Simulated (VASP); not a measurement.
# WSe2 in VASP: a series of runs, part 2 of 2

VASP 6.6.1. The steps go on from the part before.

## 3. Single point, r2SCAN (uniaxial z strain -2.0%)

Contents of POSCAR:

```
WSe2
1.0
    3.2997376807      0.0000000000      0.0000000000
   -1.6498688403      2.8576566573      0.0000000000
    0.0000000000      0.0000000000     12.8801284406
W Se
2 4
Direct
    0.6666666667      0.3333333333      0.2500259670
    0.3333333333      0.6666666667      0.7499740330
    0.3333333333      0.6666666667      0.3790873480
    0.6666666667      0.3333333333      0.8790366953
    0.3333333333      0.6666666667      0.1209633047
    0.6666666667      0.3333333333      0.6209126520
```

Contents of INCAR.step1:

```
ALGO = Normal
EDIFF = 1E-4
ENCUT = 520
GGA = PE
ISMEAR = 0
LASPH = True
LCHARG = False
LREAL = False
LWAVE = True
NBANDS = 35
NELM = 80
PREC = Accurate
SIGMA = 0.01
```

Contents of INCAR.step2:

```
ALGO = Normal
EDIFF = 1E-6
ENCUT = 520
ISIF = 2
ISMEAR = 0
ISTART = 1
LASPH = True
LCHARG = True
LELF = True
LMIXTAU = True
LREAL = False
LVHAR = True
LWAVE = False
METAGGA = R2SCAN
NBANDS = 35
NELM = 80
PREC = Accurate
SIGMA = 0.01
```

Contents of KPOINTS:

```
k-points
0
Gamma
  12 12 2
```

Potentials or basis: VASP PAW PBE potentials, release 64 (W_sv, Se).

Started as:

```
cat potpaw_PBE.64/W_sv/POTCAR potpaw_PBE.64/Se/POTCAR > POTCAR
cp INCAR.step1 INCAR
mpirun -np 1 vasp_std > vasp.out
cp INCAR.step2 INCAR
mpirun -np 1 vasp_std > vasp.out
```

OUTCAR:

```text
EDIFF = 1E-6
   ENCUT = 520
   ISIF = 2
   ISMEAR = 0
   ISTART = 1
   LASPH = True
   LREAL = False
   METAGGA = R2SCAN
   NELM = 80
   PREC = Accurate

 ion  position               nearest neighbor table
   1  0.667  0.333  0.250-   3 2.53   3 2.53   3 2.53   5 2.53   5 2.53   5 2.53
   2  0.333  0.667  0.750-   6 2.53   6 2.53   6 2.53   4 2.53   4 2.53   4 2.53
   3  0.333  0.667  0.379-   1 2.53   1 2.53   1 2.53
   4  0.667  0.333  0.879-   2 2.53   2 2.53   2 2.53
[... 1122 lines left out ...]
  -------------------------------------------------------------------------------------
  Total        1.5161434      1.5161434      2.1525986      0.0000000     -0.0000000     -0.0000000
  in kB       20.0005158     20.0005158     28.3964448      0.0000000     -0.0000000     -0.0000000
  external PRESSURE =      22.7991588 kB  Pullay stress =       0.0000000 kB

 VOLUME and BASIS-vectors are now :
 -----------------------------------------------------------------------------
  energy-cutoff  :      520.00
  volume of cell :      121.45
      direct lattice vectors                 reciprocal lattice vectors
     3.299737681  0.000000000  0.000000000     0.303054393  0.174968535  0.000000000
    -1.649868840  2.857656657  0.000000000     0.000000000  0.349937071  0.000000000
     0.000000000  0.000000000 12.880128441     0.000000000  0.000000000  0.077638977

 POSITION                                       TOTAL-FORCE (eV/Angst)
 -----------------------------------------------------------------------------------
      1.64987      0.95255      3.22037        -0.000000      0.000000     -0.000430
     -0.00000      1.90510      9.65976         0.000000      0.000000      0.000430
     -0.00000      1.90510      4.88269        -0.000000      0.000000      0.005720
      1.64987      0.95255     11.32211         0.000000     -0.000000      0.006176
     -0.00000      1.90510      1.55802        -0.000000      0.000000     -0.006176
      1.64987      0.95255      7.99743        -0.000000     -0.000000     -0.005720
 -----------------------------------------------------------------------------------
    total drift:                               -0.000000      0.000000      0.000000

  FREE ENERGIE OF THE ION-ELECTRON SYSTEM (eV)
  ---------------------------------------------------
  free  energy   TOTEN  =      -163.5303861395 eV

  energy  without entropy=     -163.5303861395  energy(sigma->0) =     -163.53038614
```

OUTCAR.step1:

```text
EDIFF = 1E-4
   ENCUT = 520
   GGA = PE
   ISMEAR = 0
[... 1150 lines left out ...]
     -0.00000      1.90510      4.88269         0.000000      0.000000      0.328881
      1.64987      0.95255     11.32211        -0.000000     -0.000000      0.329201
     -0.00000      1.90510      1.55802         0.000000      0.000000     -0.329201
      1.64987      0.95255      7.99743        -0.000000      0.000000     -0.328881
 -----------------------------------------------------------------------------------
    total drift:                               -0.000000      0.000000      0.000000

  FREE ENERGIE OF THE ION-ELECTRON SYSTEM (eV)
  ---------------------------------------------------
  free  energy   TOTEN  =       -43.1169154763 eV

  energy  without entropy=      -43.1169154763  energy(sigma->0) =      -43.11691548
```

Run time: 8.3 min. Hardware: 1 thread of Intel Xeon Platinum 8488C (Sapphire Rapids), shared host; peak memory 0.37 GiB.

Results:

```
Free energy            : -163.5304 eV
Pressure               : 2.3 GPa
Largest force          : 0.006 eV/Å
Band gap on the k mesh : 1.06 eV (least direct gap 1.59 eV)
```

Forces in eV/Å, atoms in the order of the input:
```
W    0.000  0.000  0.000
W    0.000  0.000  0.000
Se   0.000  0.000  0.006
Se   0.000  0.000  0.006
Se   0.000  0.000 -0.006
Se   0.000  0.000 -0.006
```

Stress tensor (GPa, compression positive):
```
2.00 0.00 0.00
0.00 2.00 0.00
0.00 0.00 2.84
```

Caveat: the cell differs from its parent crystal (uniaxial z strain -2.0%); the PAW data sets were made with another functional, which shifts forces and pressure a little; spin-orbit coupling is left out, which moves the levels of the heavy elements.

## 4. Single point, r2SCAN

This run uses another cell than the first one, of 20.67 Å³/atom.

Contents of POSCAR:

```
WSe2
1.0
    3.2997376807      0.0000000000      0.0000000000
   -1.6498688403      2.8576566573      0.0000000000
    0.0000000000      0.0000000000     13.1496972339
W Se
2 4
Direct
    0.6666666667      0.3333333333      0.2500117670
    0.3333333333      0.6666666667      0.7499882330
    0.3333333333      0.6666666667      0.3766660282
    0.6666666667      0.3333333333      0.8766426526
    0.3333333333      0.6666666667      0.1233573474
    0.6666666667      0.3333333333      0.6233339718
```

Contents of INCAR.step1:

```
SYSTEM = WSe2
PREC = Accurate
ENCUT = 520
ISMEAR = 0
SIGMA = 0.01
LREAL = .False.
LASPH = .True.
NELM = 60
NBANDS = 35
GGA = PE
ALGO = Normal
EDIFF = 1E-4
LWAVE = .True.
LCHARG = .False.
```

Contents of INCAR.step2:

```
SYSTEM = WSe2
PREC = Accurate
ENCUT = 520
EDIFF = 1E-7
ISMEAR = 0
SIGMA = 0.01
LREAL = .False.
LASPH = .True.
NELM = 60
ALGO = Normal
ISIF = 2
LWAVE = .False.
LCHARG = .False.
METAGGA = R2SCAN
LMIXTAU = .True.
NBANDS = 35
ISTART = 1
```

Contents of KPOINTS:

```
regular mesh
0
Gamma
  12 12 2
  0 0 0
```

Started as:

```
cat potpaw_PBE.64/W_sv/POTCAR potpaw_PBE.64/Se/POTCAR > POTCAR
cp INCAR.step1 INCAR
mpirun -np 1 vasp_std > vasp.out
cp INCAR.step2 INCAR
mpirun -np 1 vasp_std > vasp.out
```

It took 10 min on 1 thread of Intel Xeon Platinum 8488C (Sapphire Rapids), shared host; peak memory 0.37 GiB.

Results (log left out):

```
Free energy            : -163.5645 eV
Pressure               : 1.6 GPa
Largest force          : 0.007 eV/Å
Band gap on the k mesh : 1.16 eV (least direct gap 1.61 eV)
```

Forces on the atoms (eV/Å):
```
W    0.000  0.000  0.000
W    0.000  0.000  0.000
Se   0.000  0.000  0.007
Se   0.000  0.000  0.007
Se   0.000  0.000 -0.007
Se   0.000  0.000 -0.007
```

Stress tensor (GPa, compression positive):
```
1.67 0.00 0.00
0.00 1.67 0.00
0.00 0.00 1.57
```

Levels at points of the mesh, in eV from the valence-band top:
```
           k point  band 23  band 24  band 25  band 26  band 27  band 28  band 29  band 30
(0.00, 0.00, 0.00)    -1.66    -1.29    -1.05     0.00     2.76     2.76     2.81     2.81
(0.50, 0.00, 0.00)    -1.51    -1.47    -1.33    -1.30     2.21     2.25     2.46     2.74
(0.00, 0.00, 0.50)    -1.68    -1.68    -0.25    -0.25     2.77     2.77     2.77     2.77
(0.50, 0.00, 0.50)    -1.41    -1.41    -1.39    -1.39     2.23     2.23     2.62     2.62
```

Caveat: the PAW data sets were made with another functional, which shifts forces and pressure a little; spin-orbit coupling is left out, which moves the levels of the heavy elements.

## 5. Summary

| level | cell | smearing | gap on the mesh (eV) | pressure (GPa) | largest force (eV/Å) |
| --- | --- | --- | --- | --- | --- |
| PBE | a = 3.363, b = 3.363, c = 13.402 Å, angles 90.0, 90.0, 120.0°, 6 atoms, atomic positions A | fermi-dirac 0.02 eV | 0.99 | 0.3 | 0.29 |
| r2SCAN | a = 3.300, b = 3.300, c = 12.880 Å, angles 90.0, 90.0, 120.0°, 6 atoms, atomic positions B | gaussian 0.01 eV | 1.06 | 2.3 | 0.01 |
| r2SCAN | a = 3.300, b = 3.300, c = 13.150 Å, angles 90.0, 90.0, 120.0°, 6 atoms, atomic positions C | gaussian 0.01 eV | 1.16 | 1.6 | 0.01 |

Alike in all rows: task single point; potentials or basis VASP PAW PBE potentials, release 64 (W_sv, Se); no spin polarisation; k mesh 12 × 12 × 2; cutoff (eV) 520.

Caveats: spin-orbit coupling is left out, which moves the levels of the heavy elements; the PAW data sets were made with another functional, which shifts forces and pressure a little (at least some runs); this functional lacks dispersion, which binds layers or chains, so the pressure and a relaxed spacing across them are unreliable (at least some runs).

Total energies depend on the potentials used, so only differences within one code and one set of settings carry meaning.
